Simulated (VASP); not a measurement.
Input of a VASP 6.6.1 run:

INCAR

```
PREC = Accurate
ENCUT = 520
EDIFF = 1E-6
ISMEAR = 0
SIGMA = 0.1
LREAL = False
LASPH = True
NELM = 60
ALGO = Normal
ISIF = 2
LWAVE = False
LCHARG = False
GGA = PE
NBANDS = 52
```

Contents of KPOINTS:

```
Automatic mesh
0
Gamma
  10 10 4
```

Contents of POSCAR:

```
LiGe5Pb
1.0
    3.9559800967      0.0000000000      0.0000000000
    0.0000000000      3.9559800967      0.0000000000
    0.0000000000      0.0000000000      9.5503307613
Li Ge Pb
1 5 1
Direct
    0.5000000000      0.5000000000      0.0000000000
    0.5000000000      0.0000000000      0.7690811907
    0.0000000000      0.5000000000      0.7690811907
    0.5000000000      0.0000000000      0.2309188093
    0.0000000000      0.5000000000      0.2309188093
    0.0000000000      0.0000000000      0.0000000000
    0.0000000000      0.0000000000      0.5000000000
```

Potentials or basis: VASP PAW PBE potentials, release 64 (Li_sv, Ge_d, Pb_d).

Command:

```console
$ cat potpaw_PBE.64/Li_sv/POTCAR potpaw_PBE.64/Ge_d/POTCAR potpaw_PBE.64/Pb_d/POTCAR > POTCAR
$ mpirun -np 1 vasp_std > vasp.out
```

Task: Estimate the band gap on the k mesh.

Result: Zero (an odd number of electrons rules out a gap without spin polarisation).

Forces in eV/Å, atoms in the order of the input:
```
Li   0.000  0.000  0.000
Ge   0.000  0.000 -0.002
Ge   0.000  0.000 -0.002
Ge   0.000  0.000  0.002
Ge   0.000  0.000  0.002
Ge   0.000  0.000  0.000
Pb   0.000  0.000  0.000
```

Caveat: spin-orbit coupling is left out, which moves the levels of the heavy elements; an odd number of electrons without spin polarisation forces a metal; a magnetic or distorted state may lie lower.
